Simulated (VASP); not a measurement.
A run of VASP 6.6.1:

INCAR

```
PREC     = Accurate       # precision mode
ENCUT    = 520            # plane-wave cutoff, eV
EDIFF    = 1E-7           # SCF threshold, eV
ISMEAR   = -1             # smearing method
SIGMA    = 0.02           # smearing width, eV
LREAL    = F              # projectors in reciprocal space
LASPH    = T              # aspherical terms in the spheres
NELM     = 100            # most SCF steps
ALGO     = Normal         # electronic algorithm
ISIF     = 2              # what is computed and relaxed
LWAVE    = F              # write WAVECAR
LCHARG   = F              # write CHGCAR
GGA      = PE             # functional
NBANDS   = 46             # bands
```

KPOINTS

```
Automatic mesh
0
Gamma
  6 6 6
```

The input POSCAR:

```
Ga3Bi2As
1.0
   -2.2374810532      6.7217734649      3.1692313684
    2.2374810532     -6.7217734649      3.1692313684
    2.2374810532      6.7217734649     -3.1692313684
As Ga Bi
1 3 2
Direct
    0.0025714165      0.0025714165      0.0000000000
    0.2208861375      0.7208861375      0.5000000000
    0.6124955649      0.7655448295      0.8469507354
    0.9185940940      0.7655448295      0.1530492646
    0.3317598829     -0.0022736065      0.3340334894
    0.6636929041     -0.0022736065      0.6659665106
```

Potentials or basis: VASP PAW PBE potentials, release 64 (As, Ga_d, Bi_d).

Launch:

```console
$ cat potpaw_PBE.64/As/POTCAR potpaw_PBE.64/Ga_d/POTCAR potpaw_PBE.64/Bi_d/POTCAR > POTCAR
$ mpirun -np 1 vasp_std > vasp.out
```

Hardware: 1 thread of AMD EPYC 7R43 64-Core Processor (Zen 3), with other jobs on the host.

Q: How long does it take, and how much memory?

A: Run time: 27 min on 1 thread of AMD EPYC 7R43 64-Core Processor (Zen 3), on a shared host, peak memory 0.67 GiB. Counts: scf iterations 17, k points 46.
